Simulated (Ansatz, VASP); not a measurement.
**GaN: VASP beside Ansatz**

Contents of INCAR:

```
ALGO = Normal ; EDIFF = 1E-6
ENCUT = 600 ; GGA = CA
GGA_COMPAT = False ; ISIF = 2
ISMEAR = 0 ; LASPH = True
LCHARG = False ; LREAL = False
LWAVE = False ; NBANDS = 16
NELM = 120 ; PREC = Accurate
SIGMA = 0.05
```

KPOINTS

```
k-points
0
Gamma
  6 6 6
```

Contents of POSCAR:

```
GaN
1.0
    0.0000000000      2.2766075815      2.2766075815
    2.2766075815      0.0000000000      2.2766075815
    2.2766075815      2.2766075815      0.0000000000
Ga N
1 1
Direct
    0.0000000000      0.0000000000      0.0000000000
    0.2500000000      0.2500000000      0.2500000000
```

Input for Ansatz:

```yaml
crystal:
  lattice:
    - [0.0, 2.2766075815, 2.2766075815]
    - [2.2766075815, 0.0, 2.2766075815]
    - [2.2766075815, 2.2766075815, 0.0]
  atoms:
    - { symbol: Ga, position: [0.0, 0.0, 0.0] }
    - { symbol: "N", position: [0.25, 0.25, 0.25] }
basis:
  ecutwfc: 420
kpoints:
  mp_grid: { grid: [6, 6, 6] }
hamiltonian:
  xc: lda
scf:
  occupations: { method: gaussian, width: 0.05 }
output:
  forces: true
  stress: true
  eigenvalues: true
```

Alike in both runs: task single point; functional LDA; k mesh 6 × 6 × 6; occupations gaussian, width 0.05 eV; no spin polarisation.

|  | VASP | Ansatz |
| --- | --- | --- |
| version | VASP 6.6.1 | Ansatz 0.2.0 |
| potentials or method | VASP PAW LDA potentials, release 64 (Ga_d, N), cutoff 600 eV | scalar-relativistic, plane waves, PAW |
| valence electrons in the cell | 18 | 18 |

|  | VASP | Ansatz | Ansatz less VASP |
| --- | --- | --- | --- |
| gap on the k mesh at the Fermi level (eV) | 1.55 | 1.53 | -0.016 |
| least direct gap on the mesh (eV) | 1.55 | 1.53 | -0.016 |
| pressure (GPa) | -10.7 | -11.5 | -0.81 |

LDA's correlation is that of Perdew and Zunger in VASP and of Perdew and Wang (1992) in Ansatz.
